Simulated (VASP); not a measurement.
Input of a VASP 6.6.1 run:

File INCAR:

```
  ALGO = Normal
  EDIFF = 1E-6
  ENCUT = 520
  GGA = PE
  ISIF = 2
  ISMEAR = 0
  LASPH = True
  LCHARG = False
  LREAL = Auto
  LWAVE = False
  NBANDS = 79
  NELM = 80
  PREC = Accurate
  SIGMA = 0.1
```

KPOINTS

```
k-points
0
Gamma
  4 4 4
```

File POSCAR:

```
La2NbO5
1.0
   -4.5160192611      4.5160192611      3.0969991199
    4.5160192611     -4.5160192611      3.0969991199
    4.5160192611      4.5160192611     -3.0969991199
La Nb O
4 2 10
Direct
    0.1744138432      0.3878472639      0.5622611071
    0.3878472639      0.8255861568      0.2134334206
    0.6121527361      0.1744138432      0.7865665794
    0.8255861568      0.6121527361      0.4377388929
    0.7748316566      0.7748316566      0.0000000000
    0.2251683434      0.2251683434      0.0000000000
    0.6344218847      0.5371565571      0.7157795879
    0.8213769692      0.9186422968      0.2842204121
    0.9186422968      0.6344218847      0.0972653276
    0.5371565571      0.8213769692      0.9027346724
    0.1786230308      0.0813577032      0.7157795879
    0.3655781153      0.4628434429      0.2842204121
    0.4628434429      0.1786230308      0.0972653276
    0.0813577032      0.3655781153      0.9027346724
    0.7500000000      0.2500000000      0.5000000000
    0.2500000000      0.7500000000      0.5000000000
```

Potentials or basis: VASP PAW PBE potentials, release 64 (La, Nb_sv, O).

Command:

```bash
$ cat potpaw_PBE.64/La/POTCAR potpaw_PBE.64/Nb_sv/POTCAR potpaw_PBE.64/O/POTCAR > POTCAR
$ mpirun -np 1 vasp_std > vasp.out
```

(1) What does it give for the largest force?

(2) What does it give for the band gap on the k mesh?

(3) What does it give for the pressure?

## Answers

(1) 0.033 eV/Å.

(2) 1.69 eV (least direct gap 1.70 eV).

(3) -0.3 GPa.

Caveat: spin-orbit coupling is left out, which moves the levels of the heavy elements.
